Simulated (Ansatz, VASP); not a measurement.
**Two plane-wave programs on GdMn**

POSCAR

```
GdMn
1.0
    3.6371248547      0.0000000000      0.0000000000
    0.0000000000      3.6371248547      0.0000000000
    0.0000000000      0.0000000000      3.6371248547
Gd Mn
1 1
Direct
    0.0000000000      0.0000000000      0.0000000000
    0.5000000000      0.5000000000      0.5000000000
```

The input INCAR.step1:

```
SYSTEM = GdMn
ALGO     = Normal         ! electronic algorithm
EDIFF    = 1E-4           ! SCF threshold, eV
ENCUT    = 520            ! plane-wave cutoff, eV
GGA      = PE             ! functional
ISMEAR   = 0              ! smearing method
ISPIN    = 2              ! spin polarisation
LASPH    = .TRUE.         ! aspherical terms in the spheres
LCHARG   = .FALSE.        ! write CHGCAR
LMAXMIX  = 6              ! l up to which the mixer works
LREAL    = .FALSE.        ! projectors in reciprocal space
LWAVE    = .TRUE.         ! write WAVECAR
MAGMOM   = 8.13 -4.61     ! initial moments
NBANDS   = 26             ! bands
NELM     = 150            ! most SCF steps
PREC     = Accurate       ! precision mode
SIGMA    = 0.05           ! smearing width, eV
```

File INCAR.step2:

```
SYSTEM = GdMn
ALGO     = Normal         ! electronic algorithm
EDIFF    = 1E-6           ! SCF threshold, eV
ENCUT    = 520            ! plane-wave cutoff, eV
ISIF     = 2              ! what is computed and relaxed
ISMEAR   = 0              ! smearing method
ISPIN    = 2              ! spin polarisation
ISTART   = 1            
LASPH    = .TRUE.         ! aspherical terms in the spheres
LCHARG   = .FALSE.        ! write CHGCAR
LMAXMIX  = 6              ! l up to which the mixer works
LMIXTAU  = .TRUE.       
LORBIT   = 11             ! projections on sites
LREAL    = .FALSE.        ! projectors in reciprocal space
LWAVE    = .FALSE.        ! write WAVECAR
MAGMOM   = 8.13 -4.61     ! initial moments
METAGGA  = R2SCAN         ! meta-GGA
NBANDS   = 26             ! bands
NELM     = 150            ! most SCF steps
PREC     = Accurate       ! precision mode
SIGMA    = 0.05           ! smearing width, eV
```

File KPOINTS:

```
k-points
0
G
  10 10 10
  0 0 0
```

Input for Ansatz:

```yaml
crystal:
  lattice:
    - [3.6371248547, 0.0, 0.0]
    - [0.0, 3.6371248547, 0.0]
    - [0.0, 0.0, 3.6371248547]
  atoms:
    - { symbol: Gd, position: [0.0, 0.0, 0.0], spin: 8.13 }
    - { symbol: Mn, position: [0.5, 0.5, 0.5], spin: -4.61 }
basis:
  ecutwfc: 500
  ecutrho_ratio: 4
kpoints:
  mp_grid: { grid: [10, 10, 10] }
hamiltonian:
  xc: r2scan
scf:
  occupations: { method: gaussian, width: 0.05 }
output:
  forces: true
  stress: true
  eigenvalues: true
  populations: true
magnetization:
  spin_polarized: true
```

Alike in both runs: task single point; functional r2SCAN; k mesh 10 × 10 × 10; occupations gaussian, width 0.05 eV; collinear spin.

|  | VASP | Ansatz |
| --- | --- | --- |
| version | VASP 6.6.1 | Ansatz 0.2.0 |
| potentials or method | VASP PAW PBE potentials, release 64 (Gd, Mn_pv), cutoff 520 eV | scalar-relativistic, plane waves, PAW |
| valence electrons in the cell | 31 | 33 |

```csv
,VASP,Ansatz,Ansatz less VASP
gap on the k mesh at the Fermi level (eV),none,none,-
pressure (GPa),0.0,0.0,+0.02
net moment per atom (μB),1.83,1.83,-0.001
size of the moment on the site where the two differ most (μB),7.07,7.39,+0.326
```

VASP's potentials were made for PBE, not for r2SCAN. Site moments also hang on the region over which each program counts them. A gap of «none» marks a metal or a gap that the smearing closes. With one functional, cell and mesh, what is left measures potentials, basis and numerics. VASP's potentials hold 31 valence electrons a cell and Ansatz's 33, so a difference there can come from the potentials and not from the codes. Ansatz's warnings: given moment on shells, stability check not made.

Spin-orbit coupling is off throughout.
